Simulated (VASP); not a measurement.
Runs of VASP 6.6.1 on Rh. The structure is that of space group Fm-3m (No. 225), or close to it. The cells are those of the table. 

```csv
task,cell,k mesh,cutoff (eV),smearing,gap on the mesh (eV),pressure (GPa)
single point,"a = 2.657 Å, angles 60.0°, 1 atom",20 × 20 × 20,520,fermi-dirac 0.15 eV,none,0.8
relaxation of cell and atoms,"relaxed from a = 2.657 Å, angles 60.0°, 1 atom",20 × 20 × 20,600,gaussian 0.1 eV,none,0.0
single point,"a = 2.657 Å, angles 60.0°, 1 atom",8 × 8 × 8,520,gaussian 0.1 eV,none,(a)
single point,"a = 2.691 Å, angles 60.0°, 1 atom",8 × 8 × 8,520,gaussian 0.1 eV,none,-10.2
```

Alike in all rows: level LDA; potentials or basis VASP PAW LDA potentials, release 64 (Rh_pv); no spin polarisation.

**Question.** Estimate the missing entries.

**Answer.** (a) 0.7.

Caveats: some runs use coarse meshes; the cell stands under tension (at least some runs).

A k mesh can miss the band edges, and the runs leave out spin-orbit coupling on Rh.

A gap of «none» marks levels without a gap at the run's occupations.
